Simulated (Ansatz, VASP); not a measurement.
Two plane-wave programs on BaCdBrF

```
CELL_PARAMETERS angstrom
4.62840 0.00000 0.00000
0.00000 4.62840 0.00000
0.00000 0.00000 9.84466
ATOMIC_POSITIONS crystal
Ba 0.25000 0.25000 0.36668
Ba 0.75000 0.75000 0.63332
Cd 0.25000 0.75000 0.00000
Cd 0.75000 0.25000 0.00000
Br 0.25000 0.25000 0.72921
Br 0.75000 0.75000 0.27079
F 0.25000 0.75000 0.50000
F 0.75000 0.25000 0.50000
```

Alike in both runs: functional PBE; k mesh 7 × 7 × 4; no spin polarisation.

Ansatz relaxed the structure, and its values are those at the end. VASP's run is a single point on that final structure, the one shown.

|  | VASP | Ansatz |
| --- | --- | --- |
| version | VASP 6.6.1 | Ansatz 0.2.0 |
| potentials or method | VASP PAW PBE potentials, release 64 (Ba_sv, Cd_sv_GW, Br, F), cutoff 700 eV | PAW plane waves |
| occupations | fermi-dirac, width 0.1 eV | fermi-dirac |
| valence electrons in the cell | 88 | 88 |

|  | VASP | Ansatz | Ansatz less VASP |
| --- | --- | --- | --- |
| pressure (GPa) | 2.1 | 1.6 | -0.48 |
| rms of the force components (eV/Å) | 0.038 | 0.000 | -0.0383 |

Ansatz's warnings: stress scf threshold loose.

Spin-orbit coupling is off throughout.
